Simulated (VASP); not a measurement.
# Re (P6_3/mmc) in VASP: notebook

The runs below take Re through electric field gradients, with PBE.

All numbers are computed with VASP 6.6.1; they aren't measurements. Logs are shortened: lines on timing, memory, paths and dates and some standing lists are left out, and cuts for length are marked.

### Step 1. The cell of the first run

Symmetry: P6_3/mmc, No. 194, hexagonal system. The conventional cell has a = 2.550 Å, b = 2.550 Å, c = 4.078 Å, α = 90.00°, β = 90.00°, γ = 120.00°. Re (site symmetry -6m2) has 12 Re at 2.51 to 2.55 Å within 3.3 Å.

### Step 2. Electric field gradients, PBE (volume scaled by 0.9405)

Contents of INCAR:

```
SYSTEM = Re
PREC = Accurate
ENCUT = 520
EDIFF = 1E-8
ISMEAR = -1
SIGMA = 0.05
LREAL = .False.
LASPH = .True.
NELM = 100
ALGO = Normal
ISIF = 2
LWAVE = .False.
LCHARG = .False.
GGA = PE
LEFG = .True.
NBANDS = 14
```

Contents of KPOINTS:

```
regular mesh
0
Gamma
  14 14 8
  0 0 0
```

Contents of POSCAR:

```
Re
1.0
    2.5502177389      0.0000000000      0.0000000000
   -1.2751088694      2.2085533470      0.0000000000
    0.0000000000      0.0000000000      4.0777601353
Re
2
Direct
    0.3333333333      0.6666666667      0.2500000000
    0.6666666667      0.3333333333      0.7500000000
```

Potentials or basis: VASP PAW PBE potentials, release 64 (Re).

Command:

```bash
$ cat potpaw_PBE.64/Re/POTCAR > POTCAR
$ mpirun -np 1 vasp_std > vasp.out
```

OUTCAR:

```text
SYSTEM = Re
   PREC = Accurate
   ENCUT = 520
   EDIFF = 1E-8
   ISMEAR = -1
   LREAL = .False.
   LASPH = .True.
   NELM = 100
   ISIF = 2
   GGA = PE

 ion  position               nearest neighbor table
   1  0.333  0.667  0.250-   2 2.51   2 2.51   2 2.51   2 2.51   2 2.51   2 2.51
   2  0.667  0.333  0.750-   1 2.51   1 2.51   1 2.51   1 2.51   1 2.51   1 2.51

  LATTYP: Found a hexagonal cell.
 ALAT       =     2.5502177389
 C/A-ratio  =     1.5989850879

  Lattice vectors:

 A1 = (   2.5502177389,   0.0000000000,   0.0000000000)
 A2 = (  -1.2751088694,   2.2085533470,   0.0000000000)
 A3 = (   0.0000000000,   0.0000000000,   4.0777601353)

Analysis of symmetry for initial positions (statically):
=====================================================================
 Subroutine PRICEL returns:
 Original cell was already a primitive cell.

 Routine SETGRP: Setting up the symmetry group for a
 hexagonal supercell.

 Subroutine GETGRP returns: Found 24 space group operations
 (whereof 12 operations were pure point group operations)
 out of a pool of 24 trial point group operations.

The static configuration has the point symmetry D_3d.
 The point group associated with its full space group is D_6h.

Analysis of symmetry for dynamics (positions and initial velocities):
=====================================================================
 Subroutine PRICEL returns:
 Original cell was already a primitive cell.

 Routine SETGRP: Setting up the symmetry group for a
 hexagonal supercell.

 Subroutine GETGRP returns: Found 24 space group operations
 (whereof 12 operations were pure point group operations)
 out of a pool of 24 trial point group operations.

The dynamic configuration has the point symmetry D_3d.
 The point group associated with its full space group is D_6h.

 Subroutine INISYM returns: Found 24 space group operations
 (whereof 12 operations are pure point group operations),
 and found     1 'primitive' translations

----------------------------------------------------------------------------------------

                                     Primitive cell

  volume of cell :      22.9671

  direct lattice vectors                    reciprocal lattice vectors
     2.550217739  0.000000000  0.000000000     0.392123380  0.226392539  0.000000000
    -1.275108869  2.208553347  0.000000000     0.000000000  0.452785078  0.000000000
     0.000000000  0.000000000  4.077760135     0.000000000  0.000000000  0.245232669

  length of vectors
     2.550217739  2.550217739  4.077760135     0.452785078  0.452785078  0.245232669

  position of ions in fractional coordinates (direct lattice)
     0.333333333  0.666666667  0.250000000
     0.666666667  0.333333333  0.750000000

  ion indices of the primitive-cell ions
   primitive index   ion index
                 1           1
                 2           2

----------------------------------------------------------------------------------------

 KPOINTS: regular mesh

Automatic generation of k-mesh.
 Grid dimensions read from file:
 generate k-points for:   14   14    8

 Generating k-lattice:

  Cartesian coordinates                     Fractional coordinates (reciprocal lattice)
     0.028008813  0.016170896  0.000000000     0.071428571  0.000000000  0.000000000
     0.000000000  0.032341791  0.000000000     0.000000000  0.071428571  0.000000000
     0.000000000  0.000000000  0.030654084     0.000000000  0.000000000  0.125000000

  Length of vectors
     0.032341791  0.032341791  0.030654084

  Shift w.r.t. Gamma in fractional coordinates (k-lattice)
     0.000000000  0.000000000  0.000000000

 Subroutine IBZKPT returns following result:
 ===========================================

 Found    120 irreducible k-points:

 Following reciprocal coordinates:
            Coordinates               Weight
  0.000000  0.000000  0.000000      1.000000
  0.071429  0.000000  0.000000      6.000000
  0.142857 -0.000000  0.000000      6.000000
  0.214286  0.000000  0.000000      6.000000
  0.285714  0.000000  0.000000      6.000000
  0.357143  0.000000  0.000000      6.000000
[... 16 lines left out ...]
  0.285714  0.285714  0.000000      6.000000
  0.357143  0.285714  0.000000      6.000000
 [... further k-points ...]
   k-points           NKPTS =    120   k-points in BZ     NKDIM =    120   number of bands    NBANDS=     14
   number of dos      NEDOS =    301   number of ions     NIONS =      2
   total plane-waves  NPLWV =  12000
   dimension x,y,z NGX =    20 NGY =   20 NGZ =   30
   dimension x,y,z NGXF=    40 NGYF=   40 NGZF=   60
   ions per type =               2
   NGX,Y,Z   is equivalent  to a cutoff of  13.04, 13.04, 12.23 a.u.
   NGXF,Y,Z  is equivalent  to a cutoff of  26.08, 26.08, 24.46 a.u.
 SYSTEM =  Re
   PREC   = accura    normal or accurate (medium, high low for compatibility)
   ISTART =      0    job   : 0-new  1-cont  2-samecut
   ICHARG =      2    charge: 1-file 2-atom 10-const
   ISPIN  =      1    spin polarized calculation?
   LNONCOLLINEAR =      F non collinear calculations
   LSORBIT =      F    spin-orbit coupling
   LASPH  =      T    aspherical Exc in radial PAW
   ENCUT  =  520.0 eV  38.22 Ry    6.18 a.u.   4.74  4.74  7.58*2*pi/ulx,y,z
   NELM   =    100;   NELMIN=  2; NELMDL= -5     # of ELM steps
   EDIFF  = 0.1E-07   stopping-criterion for ELM
   LREAL  =      F    real-space projection
   EDIFFG = 0.1E-06   stopping-criterion for IOM
   NSW    =      0    number of steps for IOM
   IBRION =     -1    ionic relax: 0-MD 1-quasi-New 2-CG
   NFREE  =      0    steps in history (QN), initial steepest desc. (CG)
   ISIF   =      2    stress and relaxation
   ISYM   =      2    0-nonsym 1-usesym 2-fastsym
   POTIM  = 0.5000    time-step for ionic-motion
   TEBEG  =    0.0;   TEEND  =   0.0 temperature during run
   PSTRESS=    0.0 pullay stress
   NELECT =      14.0000    total number of electrons
   NUPDOWN=      -1.0000    fix difference up-down
   EMIN   =  10.00;   EMAX   =-10.00  energy-range for DOS
   EFERMI =   0.00;   METHOD = LEGACY
   ISMEAR =    -1;   SIGMA  =   0.05  broadening in eV -4-tet -1-fermi 0-gaus
   EFERMI_NEDOS =   21; number of points for ismear=-14 and -15
   IALGO  =     38    algorithm
   IMIX   =      4    mixing-type and parameters
     AMIX     =   0.40;   BMIX     =  1.00
     AMIX_MAG =   1.60;   BMIX_MAG =  1.00
  volume/ion in A,a.u.               =      11.48        77.49
  Fermi-wavevector in a.u.,A,eV,Ry     =   1.388082  2.623095 26.215333  1.926773
  Thomas-Fermi vector in A             =   2.512242
   LORBIT       =      0    0 simple, 1 ext, 2 COOP (PROOUT), +10 PAW based schemes
   GGA     = PE    functional components
   LHFCALC =     F    Hartree Fock is set to
   AEXX    =    0.0000 exact exchange contribution
   IVDW    =     0    specifies the selected vdW correction
   LEPSILON=     F    determine dielectric tensor
   LRPA    =     F    only Hartree local field effects (RPA)
 non-spin polarized calculation
  energy-cutoff  :      520.00
  volume of cell :       22.97
 maximum number of plane-waves:       640
 NGX is ok and might be reduce to    20
   NGX =  9   NGY =  9   NGZ = 15

 number of electron      14.0000001 magnetization

 Free energy of the ion-electron system (eV)
  ---------------------------------------------------
  ext. energy  EPLUGINS =         0.00000000
  ---------------------------------------------------
  free energy    TOTEN  =       -21.88563440 eV

  energy without entropy =      -21.87479171  energy(sigma->0) =      -21.88021305

 E-fermi :  11.2977     XC(G=0): -15.1328

 val. band max:       11.2936349341   @ k =   0.0000   0.0000   0.0000
 cond. band min:      11.3008681369   @ k =   0.4286   0.0000   0.1250
 fundamental gap:      0.0072332028
 Fermi energy:        11.2977368266

 k-point     1 :       0.0000    0.0000    0.0000
  band No.  band energies     occupation
      1      -0.2477      2.00000
      2       2.5892      2.00000
      3       8.8380      2.00000
      4       8.8380      2.00000
      5       9.0739      2.00000
      6      10.1238      2.00000
      7      10.1238      2.00000
      8      11.2936      1.04100
      9      11.2936      1.04100
     10      12.9767      0.00000
     11      15.8699      0.00000
     12      15.8699      0.00000
     13      24.8383      0.00000
     14      25.5604      0.00000

 k-point     2 :       0.0714    0.0000    0.0000
  band No.  band energies     occupation
      1       0.0360      2.00000
      2       2.8529      2.00000
      3       8.2025      2.00000
      4       9.1029      2.00000
      5       9.6022      2.00000
      6       9.9198      2.00000
      7      10.3785      2.00000
      8      10.8087      1.99989
      9      11.0513      1.98564
     10      12.0634      0.00000
     11      16.0662      0.00000
     12      17.2522      0.00000
     13      25.0053      0.00000
     14      26.2228      0.00000

 k-point     3 :       0.1429   -0.0000    0.0000
  band No.  band energies     occupation
      1       0.8273      2.00000
      2       3.5283      2.00000
      3       7.4083      2.00000
      4       9.2283      2.00000
      5       9.3582      2.00000
      6       9.8832      2.00000
      7      10.4001      2.00000
      8      10.4713      2.00000
      9      11.1250      1.93870
     10      11.3378      0.61937
     11      16.5075      0.00000
     12      19.5591      0.00000
     13      25.1627      0.00000
     14      28.0206      0.00000
[... 324 lines left out ...]
 k-point    23 :       0.2857    0.2857    0.0000
  band No.  band energies     occupation
      1       3.8462      2.00000
      2       5.6166      2.00000
      3       6.1101      2.00000
      4       6.9140      2.00000
      5       8.0308      2.00000
      6       9.1010      2.00000
      7      10.9551      1.99789
      8      14.5658      0.00000
      9      16.4823      0.00000
     10      16.4835      0.00000
     11      20.2597      0.00000
     12      20.8997      0.00000
     13      22.5734      0.00000
     14      27.9368      0.00000

 k-point    24 :       0.3571    0.2857    0.0000
  band No.  band energies     occupation
      1       3.7176      2.00000
      2       5.9298      2.00000
      3       6.0460      2.00000
      4       7.1741      2.00000
      5       8.2406      2.00000
      6       8.7312      2.00000
      7      11.2715      1.25670
      8      15.2798      0.00000
      9      16.0040      0.00000
     10      16.4039      0.00000
     11      20.0296      0.00000
     12      20.2026      0.00000
     13      22.2936      0.00000
     14      29.6570      0.00000

 [... further k-points ...]
[... 5 lines left out ...]
  --------------------------------------------------------------------------------------
  -------------------------------------------------------------------------------------
  Total       24.4546322     24.4546322     25.7923370      0.0000000      0.0000000     -0.0000000
  in kB     1705.9444508   1705.9444507   1799.2621533      0.0000000      0.0000000     -0.0000000
  external PRESSURE =    1737.0503516 kB  Pullay stress =       0.0000000 kB

 VOLUME and BASIS-vectors are now :
 -----------------------------------------------------------------------------
  energy-cutoff  :      520.00
  volume of cell :       22.97
      direct lattice vectors                 reciprocal lattice vectors
     2.550217739  0.000000000  0.000000000     0.392123380  0.226392539  0.000000000
    -1.275108869  2.208553347  0.000000000     0.000000000  0.452785078  0.000000000
     0.000000000  0.000000000  4.077760135     0.000000000  0.000000000  0.245232669

 POSITION                                       TOTAL-FORCE (eV/Angst)
 -----------------------------------------------------------------------------------
     -0.00000      1.47237      1.01944        -0.000000     -0.000000      0.000000
      1.27511      0.73618      3.05832         0.000000      0.000000      0.000000
 -----------------------------------------------------------------------------------
    total drift:                                0.000000     -0.000000     -0.000000

  FREE ENERGIE OF THE ION-ELECTRON SYSTEM (eV)
  ---------------------------------------------------
  free  energy   TOTEN  =       -21.8856343970 eV

  energy  without entropy=      -21.8747917085  energy(sigma->0) =      -21.88021305

 Electric field gradients (V/A^2)
---------------------------------------------------------------------
 ion       V_xx      V_yy      V_zz      V_xy      V_xz      V_yz
---------------------------------------------------------------------
   1      53.567    53.567  -107.134    -0.000     0.000    -0.000
   2      53.567    53.567  -107.134    -0.000    -0.000     0.000
---------------------------------------------------------------------

 Electric field gradients after diagonalization (V/A^2)
 (convention: |V_zz| > |V_xx| > |V_yy|)
----------------------------------------------------------------------
 ion       V_xx      V_yy      V_zz     asymmetry (V_yy - V_xx)/ V_zz
----------------------------------------------------------------------
   1      53.567    53.567  -107.134       0.000
   2      53.567    53.567  -107.134       0.000
----------------------------------------------------------------------

           NMR quadrupolar parameters

 Cq : quadrupolar parameter    Cq=e*Q*V_zz/h
 eta: asymmetry parameters     (V_yy - V_xx)/ V_zz
 Q  : nuclear electric quadrupole moment in mb (millibarn)
----------------------------------------------------------------------
 ion       Cq(MHz)       eta       Q (mb)
----------------------------------------------------------------------
   1      -0.259       0.000       1.000
   2      -0.259       0.000       1.000
----------------------------------------------------------------------
```

Run time: 35 s. Hardware: 1 thread of Intel Xeon Platinum 8259CL at 2.50GHz (Skylake/Cascade Lake), shared host; peak memory 0.16 GiB.

What came out:

```
Free energy            : -21.8856 eV
Pressure               : 173.7 GPa
Band gap on the k mesh : zero (band 7 reaches 13.41 eV, above the bottom of band 8 at 8.65 eV)
```

Electric field gradients, principal values (V/Å²):
```tsv
atom	least	middle	greatest (by size)
1 Re	53.567	53.567	-107.134
2 Re	53.567	53.567	-107.134
```

Caveat: without QUAD_EFG the Cq values of the log hold for a quadrupole moment of 1 mb, not for the nuclei; spin-orbit coupling is left out, which moves the levels of the heavy elements.

(Continued in part 2 of 2.)
